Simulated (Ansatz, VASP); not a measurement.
**One calculation of Ga2O3, two programs**

```
Ga O
1.0
     2.49973    1.44322    4.50032
    -2.49973    1.44322    4.50032
     0.00000   -2.88643    4.50032
Ga O
4 6
Cartesian
  0.0000 0.0000 11.5563
  0.0000 0.0000 8.6952
  0.0000 0.0000 1.9447
  0.0000 0.0000 4.8058
  -0.9869 -1.4432 5.6254
  1.7433 -0.1331 5.6254
  -0.7564 1.5763 5.6254
  0.9869 1.4432 7.8756
  -1.7433 0.1331 7.8756
  0.7564 -1.5763 7.8756
```

Alike in both runs: task single point; functional PBE; k mesh 6 × 6 × 6; occupations gaussian, width 0.1 eV; no spin polarisation.

```csv
,VASP,Ansatz
version,VASP 6.6.1,Ansatz 0.2.0
potentials or method,"VASP PAW PBE potentials, release 64 (Ga_d, O), cutoff 520 eV","scalar-relativistic, plane waves, PAW"
valence electrons in the cell,88,88
```

|  | VASP | Ansatz | Ansatz less VASP |
| --- | --- | --- | --- |
| gap on the k mesh at the Fermi level (eV) | 2.73 | 2.74 | +0.013 |
| least direct gap on the mesh (eV) | 2.97 | 2.99 | +0.013 |
| pressure (GPa) | 8.0 | 7.0 | -1.00 |
| traceless stress, the component that is largest in VASP (GPa) | -1.19 | -1.10 | +0.083 |
| rms of the force components (eV/Å) | 0.020 | 0.020 | -0.0003 |

Atom by atom the forces differ by 0.006 eV/Å (rms over components).
